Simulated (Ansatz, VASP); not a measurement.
# CuO: VASP beside Ansatz

Contents of INCAR:

```
SYSTEM = CuO
PREC = Accurate ; ENCUT = 600
EDIFF = 1E-6 ; ISMEAR = -1
SIGMA = 0.05 ; LREAL = .False.
LASPH = .True. ; NELM = 150
ALGO = Fast ; ISIF = 3
LWAVE = .False. ; LCHARG = .False.
LMAXMIX = 4 ; LDAU = .True.
LDAUTYPE = 2 ; LDAUL = 2 -1
LDAUU = 2 0 ; LDAUJ = 0 0
LDAUPRINT = 1 ; GGA = PS
IBRION = 2 ; NSW = 60
EDIFFG = -0.01
```

Contents of KPOINTS:

```
regular mesh
0
Gamma
  9 9 5
  0 0 0
```

File POSCAR:

```
CuO
1.0
    2.8795009639      0.0000000000      0.0000000000
    0.0390727580      2.8792794796      0.0000000000
    0.0174953863      0.0172449008      5.1763391994
Cu O
2 2
Direct
    0.0000000000      0.5000000000      0.0000000000
    0.5000000000      0.0000000000      0.5000000000
    0.9984239700      0.0016717800      0.7498871000
    0.0015760300      0.9983282200      0.2501129000
```

input.yaml

```yaml
crystal:
  lattice:
    - [2.8795009639, 0.0, 0.0]
    - [0.039072758, 2.8792794796, 0.0]
    - [0.0174953863, 0.0172449008, 5.1763391994]
  atoms:
    - { symbol: Cu, position: [0.0, 0.5, 0.0] }
    - { symbol: Cu, position: [0.5, 0.0, 0.5] }
    - { symbol: O, position: [0.99842397, 0.00167178, 0.7498871] }
    - { symbol: O, position: [0.00157603, 0.99832822, 0.2501129] }
hamiltonian:
  xc: pbesol
  pseudopotentials: { kind: paw }
  hubbard: { sites: [{ species: Cu, l: d, u_eff: 2.0 }] }
kpoints:
  mp_grid: { grid: [9, 9, 5] }
scf:
  occupations: { method: fermi_dirac, width: 0.05 }
output:
  forces: true
  stress: true
  eigenvalues: true
relax:
  f_tol: 0.01
  max_steps: 40
  cell: { stress_tol: 0.05 }
```

Alike in both runs: task relaxation of cell and atoms; functional PBEsol; k mesh 9 × 9 × 5; occupations fermi-dirac, width 0.05 eV; no spin polarisation; Hubbard terms Cu d U = 2.0 eV.

|  | VASP | Ansatz |
| --- | --- | --- |
| version | VASP 6.6.1 | Ansatz 0.2.0 |
| potentials or method | VASP PAW PBE potentials, release 64 (Cu, O) | Ansatz PAW |
| plane-wave cutoff (eV) | 600 | 420 |
| valence electrons in the cell | 34 | 50 |

VASP gave:

| Property | Result |
| --- | --- |
| gap on the k mesh at the Fermi level, each at its own relaxed structure (eV) | none |
| relaxed volume (Å³/atom) | 10.60 |
| relaxed length of the cell vector where the two differ most in proportion (Å) | 2.885 |

Task: Estimate Ansatz's values.

Result: gap on the k mesh at the Fermi level, each at its own relaxed structure (eV): none; relaxed volume (Å³/atom): 10.73; relaxed length of the cell vector where the two differ most in proportion (Å): 2.900.

VASP's potentials were made for PBE, not for PBEsol. The programs project onto different local orbitals, so the same U acts differently, and such runs can settle in different states. A gap of «none» marks a metal or a gap that the smearing closes. VASP's potentials hold 34 valence electrons a cell and Ansatz's 50, so a difference there can come from the potentials and not from the codes.

Noted on Ansatz's run: the plane-wave basis is chosen anew once the cell has moved, so the energies of steps on either side of that aren't comparable.
